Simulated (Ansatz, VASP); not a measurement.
# Ti2Al6H: VASP beside Ansatz

INCAR

```
SYSTEM = Ti2Al6H
ALGO = Normal
DIPOL = 0.5 0.5 0.309
EDIFF = 1E-6
ENCUT = 520
GGA = PE
IDIPOL = 3
ISIF = 2
ISMEAR = 0
IVDW = 12
LASPH = .TRUE.
LCHARG = .FALSE.
LDIPOL = .TRUE.
LREAL = .FALSE.
LWAVE = .FALSE.
NBANDS = 32
NELM = 100
PREC = Accurate
SIGMA = 0.1
```

Contents of KPOINTS:

```
k-points
0
G
  6 6 1
  0 0 0
```

File POSCAR:

```
Ti2Al6H
1.0
    5.0241861190      0.0000000000      0.0000000000
    2.1588814530      4.5367033218      0.0000000000
    0.0000000000      0.0000000000     21.2187109014
Al Ti H
6 2 1
Direct
    0.5000000000      0.0000000000      0.1885128658
    0.0000000000      0.5000000000      0.1885128658
    0.0000000000      0.0000000000      0.2517328341
    0.0000000000      0.5000000000      0.3193548961
    0.5000000000      0.0000000000      0.3193548961
    0.5000000000      0.5000000000      0.3826203646
    0.5000000000      0.5000000000      0.2517328341
    0.0000000000      0.0000000000      0.3797002555
    0.6666666667      1.0000000000      0.5004409057
```

Input for Ansatz:

```yaml
crystal:
  lattice:
    - [5.024186119, 0.0, 0.0]
    - [2.158881453, 4.5367033218, 0.0]
    - [0.0, 0.0, 21.2187109014]
  atoms:
    - { symbol: Al, position: [0.5, 0.0, 0.1885128658] }
    - { symbol: Al, position: [0.0, 0.5, 0.1885128658] }
    - { symbol: Ti, position: [0.5, 0.5, 0.2517328341] }
    - { symbol: Al, position: [0.0, 0.0, 0.2517328341] }
    - { symbol: Al, position: [0.0, 0.5, 0.3193548961] }
    - { symbol: Al, position: [0.5, 0.0, 0.3193548961] }
    - { symbol: Ti, position: [0.0, 0.0, 0.3797002555] }
    - { symbol: Al, position: [0.5, 0.5, 0.3826203646] }
    - { symbol: H, position: [0.6666666667, 1.0, 0.5004409057] }
basis:
  ecutwfc: 420
kpoints:
  mp_grid: { grid: [6, 6, 1] }
hamiltonian:
  xc: pbe
  pseudopotentials: { kind: paw, azcp: { folder: soft_1 } }
  dispersion: d3bj
scf:
  occupations: { method: gaussian, width: 0.1 }
output:
  forces: true
  eigenvalues: true
efield:
  axis: 3
  dipole_correction: true
  ramp_width: 0.04
```

Alike in both runs: task single point; functional PBE; dispersion D3(BJ); k mesh 6 × 6 × 1; occupations gaussian, width 0.1 eV; no spin polarisation.

|  | VASP | Ansatz |
| --- | --- | --- |
| version | VASP 6.6.1 | Ansatz 0.2.0 |
| potentials or method | VASP PAW PBE potentials, release 64 (Al, Ti_sv, H), cutoff 520 eV | scalar-relativistic, plane waves, PAW |
| valence electrons in the cell | 43 | 43 |

|  | VASP | Ansatz | Ansatz less VASP |
| --- | --- | --- | --- |
| gap on the k mesh at the Fermi level (eV) | none | none | - |
| rms of the force components (eV/Å) | 0.397 | 0.397 | -0.0001 |

A gap of «none» marks a metal or a gap that the smearing closes.
